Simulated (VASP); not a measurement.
# PbS in VASP: further runs

The runs below take PbS through single point, with PBE, r2SCAN.

Program: VASP 6.6.1. These are calculated values, not measurements. Logs are shortened: lines on timing, memory, paths and dates and some standing lists are left out, and cuts for length are marked.

**1. The cell of the first run**

The cell holds a sheet with vacuum, 4 atoms: a = 4.247 Å, b = 4.247 Å, c = 30.913 Å, α = 90.00°, β = 90.00°, γ = 90.00°.

**2. Single point, PBE**

INCAR reads:

```
PREC = Accurate
ENCUT = 520
EDIFF = 1E-6
ISMEAR = 0
SIGMA = 0.02
LREAL = F
LASPH = T
NELM = 60
ALGO = Normal
ISIF = 2
LWAVE = F
LCHARG = F
LDIPOL = T
IDIPOL = 3
DIPOL = 0.5 0.5 0.291
GGA = PE
NBANDS = 28
```

KPOINTS reads:

```
regular mesh
0
Gamma
  6 6 1
```

POSCAR reads:

```
PbS
1.0
    4.2471600199      0.0000000000      0.0000000000
    0.0000000000      4.2471600199      0.0000000000
    0.0000000000      0.0000000000     30.9134034400
Pb S
2 2
Direct
    0.0000000000      0.5000000000      0.2454810444
    0.5000000000      0.0000000000      0.3367906565
    0.0000000000      0.5000000000      0.3322746679
    0.5000000000      0.0000000000      0.2499970329
```

Potentials or basis: VASP PAW PBE potentials, release 64 (Pb_d, S).

Command:

```
$ cat potpaw_PBE.64/Pb_d/POTCAR potpaw_PBE.64/S/POTCAR > POTCAR
$ mpirun -np 1 vasp_std > vasp.out
```

OUTCAR:

```text
PREC = Accurate
   ENCUT = 520
   EDIFF = 1E-6
   ISMEAR = 0
   LREAL = F
   LASPH = T
   NELM = 60
   ISIF = 2
   GGA = PE

 ion  position               nearest neighbor table
   1  0.000  0.500  0.245-   3 2.68   4 3.01   4 3.01   4 3.01   4 3.01   2 4.12   2 4.12   2 4.12
                             2 4.12
   2  0.500  0.000  0.337-   4 2.68   3 3.01   3 3.01   3 3.01   3 3.01   1 4.12   1 4.12   1 4.12
                             1 4.12
   3  0.000  0.500  0.332-   1 2.68   2 3.01   2 3.01   2 3.01   2 3.01
   4  0.500  0.000  0.250-   2 2.68   1 3.01   1 3.01   1 3.01   1 3.01

  LATTYP: Found a simple tetragonal cell.
 ALAT       =     4.2471600199
 C/A-ratio  =     7.2786057731

  Lattice vectors:

 A1 = (   4.2471600199,   0.0000000000,   0.0000000000)
 A2 = (   0.0000000000,   4.2471600199,   0.0000000000)
 A3 = (   0.0000000000,   0.0000000000,  30.9134034400)

Analysis of symmetry for initial positions (statically):
=====================================================================
 Subroutine PRICEL returns:
 Original cell was already a primitive cell.

 Routine SETGRP: Setting up the symmetry group for a
 simple tetragonal supercell.

 Subroutine GETGRP returns: Found 16 space group operations
 (whereof  4 operations were pure point group operations)
 out of a pool of 16 trial point group operations.

The static configuration has the point symmetry C_2v.
 The point group associated with its full space group is D_4h.

Analysis of symmetry for dynamics (positions and initial velocities):
=====================================================================
 Subroutine PRICEL returns:
 Original cell was already a primitive cell.

 Routine SETGRP: Setting up the symmetry group for a
 simple tetragonal supercell.

 Subroutine GETGRP returns: Found 16 space group operations
 (whereof  4 operations were pure point group operations)
 out of a pool of 16 trial point group operations.

The dynamic configuration has the point symmetry C_2v.
 The point group associated with its full space group is D_4h.

 Subroutine INISYM returns: Found 16 space group operations
 (whereof  4 operations are pure point group operations),
 and found     1 'primitive' translations

----------------------------------------------------------------------------------------

                                     Primitive cell

  volume of cell :     557.6274

  direct lattice vectors                    reciprocal lattice vectors
     4.247160020  0.000000000  0.000000000     0.235451454  0.000000000  0.000000000
     0.000000000  4.247160020  0.000000000     0.000000000  0.235451454  0.000000000
     0.000000000  0.000000000 30.913403440     0.000000000  0.000000000  0.032348428

  length of vectors
     4.247160020  4.247160020 30.913403440     0.235451454  0.235451454  0.032348428

  position of ions in fractional coordinates (direct lattice)
     0.000000000  0.500000000  0.245481044
     0.500000000  0.000000000  0.336790656
     0.000000000  0.500000000  0.332274668
     0.500000000  0.000000000  0.249997033

  ion indices of the primitive-cell ions
   primitive index   ion index
                 1           1
                 2           2
                 3           3
                 4           4

----------------------------------------------------------------------------------------

 KPOINTS: regular mesh

Automatic generation of k-mesh.
 Grid dimensions read from file:
 generate k-points for:    6    6    1

 Generating k-lattice:

  Cartesian coordinates                     Fractional coordinates (reciprocal lattice)
     0.039241909  0.000000000  0.000000000     0.166666667  0.000000000  0.000000000
     0.000000000  0.039241909  0.000000000     0.000000000  0.166666667  0.000000000
     0.000000000  0.000000000  0.032348428     0.000000000  0.000000000  1.000000000

  Length of vectors
     0.039241909  0.039241909  0.032348428

  Shift w.r.t. Gamma in fractional coordinates (k-lattice)
     0.000000000  0.000000000  0.000000000

 Subroutine IBZKPT returns following result:
 ===========================================

 Found     10 irreducible k-points:

 Following reciprocal coordinates:
            Coordinates               Weight
  0.000000  0.000000  0.000000      1.000000
  0.166667  0.000000  0.000000      4.000000
  0.333333  0.000000  0.000000      4.000000
  0.500000  0.000000  0.000000      2.000000
  0.166667  0.166667  0.000000      4.000000
  0.333333  0.166667  0.000000      8.000000
  0.500000  0.166667  0.000000      4.000000
  0.333333  0.333333  0.000000      4.000000
  0.500000  0.333333  0.000000      4.000000
  0.500000  0.500000  0.000000      1.000000
   k-points           NKPTS =     10   k-points in BZ     NKDIM =     10   number of bands    NBANDS=     28
   number of dos      NEDOS =    301   number of ions     NIONS =      4
   total plane-waves  NPLWV = 245760
   dimension x,y,z NGX =    32 NGY =   32 NGZ =  240
   dimension x,y,z NGXF=    64 NGYF=   64 NGZF=  480
   ions per type =               2   2
   NGX,Y,Z   is equivalent  to a cutoff of  12.53, 12.53, 12.91 a.u.
   NGXF,Y,Z  is equivalent  to a cutoff of  25.05, 25.05, 25.81 a.u.
 SYSTEM =  unknown system
   PREC   = accura    normal or accurate (medium, high low for compatibility)
   ISTART =      0    job   : 0-new  1-cont  2-samecut
   ICHARG =      2    charge: 1-file 2-atom 10-const
   ISPIN  =      1    spin polarized calculation?
   LNONCOLLINEAR =      F non collinear calculations
   LSORBIT =      F    spin-orbit coupling
   LASPH  =      T    aspherical Exc in radial PAW
   ENCUT  =  520.0 eV  38.22 Ry    6.18 a.u.   7.90  7.90 57.48*2*pi/ulx,y,z
   NELM   =     60;   NELMIN=  2; NELMDL= -5     # of ELM steps
   EDIFF  = 0.1E-05   stopping-criterion for ELM
   LREAL  =      F    real-space projection
   EDIFFG = 0.1E-04   stopping-criterion for IOM
   NSW    =      0    number of steps for IOM
   IBRION =     -1    ionic relax: 0-MD 1-quasi-New 2-CG
   NFREE  =      0    steps in history (QN), initial steepest desc. (CG)
   ISIF   =      2    stress and relaxation
   ISYM   =      2    0-nonsym 1-usesym 2-fastsym
   POTIM  = 0.5000    time-step for ionic-motion
   TEBEG  =    0.0;   TEEND  =   0.0 temperature during run
   PSTRESS=    0.0 pullay stress
   NELECT =      40.0000    total number of electrons
   NUPDOWN=      -1.0000    fix difference up-down
   EMIN   =  10.00;   EMAX   =-10.00  energy-range for DOS
   EFERMI =   0.00;   METHOD = LEGACY
   ISMEAR =     0;   SIGMA  =   0.02  broadening in eV -4-tet -1-fermi 0-gaus
   EFERMI_NEDOS =   21; number of points for ismear=-14 and -15
   IALGO  =     38    algorithm
   IMIX   =      4    mixing-type and parameters
     AMIX     =   0.40;   BMIX     =  1.00
     AMIX_MAG =   1.60;   BMIX_MAG =  1.00
  volume/ion in A,a.u.               =     139.41       940.76
  Fermi-wavevector in a.u.,A,eV,Ry     =   0.680216  1.285422  6.295330  0.462694
  Thomas-Fermi vector in A             =   1.758641
   LORBIT       =      0    0 simple, 1 ext, 2 COOP (PROOUT), +10 PAW based schemes
   GGA     = PE    functional components
   LHFCALC =     F    Hartree Fock is set to
   AEXX    =    0.0000 exact exchange contribution
   IVDW    =     0    specifies the selected vdW correction
   LEPSILON=     F    determine dielectric tensor
   LRPA    =     F    only Hartree local field effects (RPA)
 non-spin polarized calculation
 Gauss-broadening in eV      SIGMA  =   0.02
  energy-cutoff  :      520.00
  volume of cell :      557.63
 maximum number of plane-waves:     15060
 NGX is ok and might be reduce to    32
   NGX = 15   NGY = 15   NGZ =115

 dipolmoment           0.000000      0.000000     -0.000016 electrons x Angstroem

 number of electron      40.0000009 magnetization

 dipolmoment           0.000000      0.000000      0.000004 electrons x Angstroem

 Free energy of the ion-electron system (eV)
  ---------------------------------------------------
  ext. energy  EPLUGINS =         0.00000000
  ---------------------------------------------------
  free energy    TOTEN  =       -17.30670981 eV

  energy without entropy =      -17.30670981  energy(sigma->0) =      -17.30670981

 E-fermi :  -2.7483     XC(G=0):  -2.1978

 val. band max:       -2.9019805476   @ k =   0.3333   0.0000   0.0000
 cond. band min:      -0.8157010121   @ k =   0.5000   0.0000   0.0000
 fundamental gap:      2.0862795355
 Fermi energy:        -2.7482810184

 k-point     1 :       0.0000    0.0000    0.0000
  band No.  band energies     occupation
      1     -19.0232      2.00000
      2     -18.9313      2.00000
      3     -18.9143      2.00000
      4     -18.9048      2.00000
      5     -18.8924      2.00000
      6     -18.8873      2.00000
[... 20 lines left out ...]
     27       2.5017      0.00000
     28       2.5017      0.00000

 k-point     2 :       0.1667    0.0000    0.0000
  band No.  band energies     occupation
      1     -19.0086      2.00000
      2     -18.9232      2.00000
      3     -18.9117      2.00000
      4     -18.9024      2.00000
      5     -18.8991      2.00000
      6     -18.8935      2.00000
[... 20 lines left out ...]
     27       2.0937      0.00000
     28       2.5811      0.00000

 k-point     3 :       0.3333    0.0000    0.0000
  band No.  band energies     occupation
      1     -18.9759      2.00000
      2     -18.9215      2.00000
      3     -18.9112      2.00000
      4     -18.9072      2.00000
      5     -18.9069      2.00000
      6     -18.8927      2.00000
[... 182 lines left out ...]
      3     -18.9042      2.00000
      4     -18.9042      2.00000
      5     -18.8860      2.00000
      6     -18.8860      2.00000
[... 20 lines left out ...]
     27       3.3495      0.00000
     28       3.3495      0.00000

 k-point    10 :       0.5000    0.5000    0.0000
  band No.  band energies     occupation
      1     -19.0164      2.00000
      2     -19.0164      2.00000
      3     -18.9060      2.00000
      4     -18.9060      2.00000
      5     -18.8827      2.00000
      6     -18.8827      2.00000
[... 20 lines left out ...]
     27       3.5665      0.00000
     28       3.5665      0.00000

------------------------ aborting loop because EDIFF is reached ----------------------------------------

 vacuum level on the upper side and lower side of the slab       (xc-potential included)        -0.006        -0.006

  FORCE on cell =-STRESS in cart. coord.  units (eV):
  Direction    XX          YY          ZZ          XY          YZ          ZX
  --------------------------------------------------------------------------------------
  -------------------------------------------------------------------------------------
  Total       -0.0607082     -0.0607082      0.1099838      0.0000000      0.0000000      0.0000000
  in kB       -0.1744271     -0.1744271      0.3160059      0.0000000      0.0000000      0.0000000
  external PRESSURE =      -0.0109494 kB  Pullay stress =       0.0000000 kB

 VOLUME and BASIS-vectors are now :
 -----------------------------------------------------------------------------
  energy-cutoff  :      520.00
  volume of cell :      557.63
      direct lattice vectors                 reciprocal lattice vectors
     4.247160020  0.000000000  0.000000000     0.235451454  0.000000000  0.000000000
     0.000000000  4.247160020  0.000000000     0.000000000  0.235451454  0.000000000
     0.000000000  0.000000000 30.913403440     0.000000000  0.000000000  0.032348428

 POSITION                                       TOTAL-FORCE (eV/Angst)
 -----------------------------------------------------------------------------------
      0.00000      2.12358      7.58865         0.000000      0.000000     -0.014282
      2.12358      0.00000     10.41135        -0.000000     -0.000000      0.014282
      0.00000      2.12358     10.27174         0.000000     -0.000000      0.045311
      2.12358      0.00000      7.72826         0.000000      0.000000     -0.045311
 -----------------------------------------------------------------------------------
    total drift:                                0.000000      0.000000     -0.000024

  FREE ENERGIE OF THE ION-ELECTRON SYSTEM (eV)
  ---------------------------------------------------
  free  energy   TOTEN  =       -17.3067098069 eV

  energy  without entropy=      -17.3067098069  energy(sigma->0) =      -17.30670981

 vacuum level on the upper side and lower side of the slab         1.782         1.782
```

Run time: 3 min. Hardware: 1 thread of Intel Xeon 6975P-C (Granite Rapids), shared host; peak memory 0.6 GiB.

What came out:

| Item | Value |
| --- | --- |
| Free energy | -17.3067 eV |
| Largest force | 0.045 eV/Å |
| Band gap on the k mesh | 2.09 eV, indirect (least direct gap 2.11 eV) |

Forces on the atoms (eV/Å):
```
Pb   0.000  0.000 -0.014
Pb   0.000  0.000  0.014
S    0.000  0.000  0.045
S    0.000  0.000 -0.045
```

Levels at points of the mesh, in eV from the valence-band top:
| k point | band 16 | band 17 | band 18 | band 19 | band 20 | band 21 | band 22 | band 23 | band 24 | band 25 |
| --- | --- | --- | --- | --- | --- | --- | --- | --- | --- | --- |
| (0.00, 0.00, 0.00) | -2.31 | -2.31 | -1.22 | -1.22 | -0.13 | 2.19 | 4.11 | 4.73 | 4.78 | 5.09 |
| (0.50, 0.00, 0.00) | -1.63 | -0.89 | -0.89 | -0.02 | -0.02 | 2.09 | 2.09 | 3.14 | 3.14 | 3.61 |
| (0.50, 0.50, 0.00) | -3.92 | -2.54 | -2.54 | -1.26 | -1.26 | 4.26 | 4.26 | 5.25 | 5.25 | 5.74 |

Caveat: spin-orbit coupling is left out, which moves the levels of the heavy elements.

**3. Single point, r2SCAN**

POSCAR reads:

```
PbS
1.0
    4.2469317120      0.0000000000      0.0000000000
    0.0000000000      4.2469317120      0.0000000000
    0.0000000000      0.0000000000     30.9134034400
Pb S
2 2
Direct
    0.0000000000      0.5000000000      0.2457456586
    0.5000000000      0.0000000000      0.3365260422
    0.0000000000      0.5000000000      0.3328439230
    0.5000000000      0.0000000000      0.2494277778
```

INCAR.step1 reads:

```
PREC = Accurate
ENCUT = 520
ISMEAR = 0
SIGMA = 0.02
LREAL = False
LASPH = True
NELM = 60
LDIPOL = True
IDIPOL = 3
DIPOL = 0.5 0.5 0.291
NBANDS = 28
GGA = PE
ALGO = Normal
EDIFF = 1E-4
LWAVE = True
LCHARG = False
```

INCAR.step2 reads:

```
PREC = Accurate
ENCUT = 520
EDIFF = 1E-7
ISMEAR = 0
SIGMA = 0.02
LREAL = False
LASPH = True
NELM = 60
ALGO = Normal
ISIF = 2
LWAVE = False
LCHARG = True
LDIPOL = True
IDIPOL = 3
DIPOL = 0.5 0.5 0.291
METAGGA = R2SCAN
LMIXTAU = True
LELF = True
LVHAR = True
LVACPOTAV = True
NBANDS = 28
ISTART = 1
```

KPOINTS is that of step 2.

Potentials or basis: VASP PAW PBE potentials, release 64 (Pb_d, S).

Command:

```
$ cat potpaw_PBE.64/Pb_d/POTCAR potpaw_PBE.64/S/POTCAR > POTCAR
$ cp INCAR.step1 INCAR
$ mpirun -np 1 vasp_std > vasp.out
$ cp INCAR.step2 INCAR
$ mpirun -np 1 vasp_std > vasp.out
```

It took 12 min on 1 thread of Intel Xeon 6975P-C (Granite Rapids), shared host; peak memory 0.68 GiB.

The run converged. Its results:

```yaml
Free_energy: -130.9036 eV
Largest_force: 0.193 eV/Å
Band_gap_on_the_k_mesh: 2.39 eV, direct
Ionisation_potential_of_the_upper_face: 4.87 eV
```

Forces in eV/Å, atoms in the order of the input:
```
Pb   0.000  0.000  0.099
Pb   0.000  0.000 -0.099
S    0.000  0.000 -0.193
S    0.000  0.000  0.193
```

Levels at points of the mesh, in eV from the valence-band top:
| k point | band 17 | band 18 | band 19 | band 20 | band 21 | band 22 | band 23 | band 24 |
| --- | --- | --- | --- | --- | --- | --- | --- | --- |
| (0.00, 0.00, 0.00) | -2.43 | -1.35 | -1.35 | -0.23 | 2.52 | 4.62 | 4.98 | 5.07 |
| (0.50, 0.00, 0.00) | -1.00 | -1.00 | 0.00 | 0.00 | 2.39 | 2.39 | 3.41 | 3.41 |
| (0.50, 0.50, 0.00) | -2.67 | -2.67 | -1.38 | -1.38 | 4.57 | 4.57 | 5.72 | 5.72 |

Caveat: the PAW data sets were made with another functional, which shifts forces and pressure a little; spin-orbit coupling is left out, which moves the levels of the heavy elements.
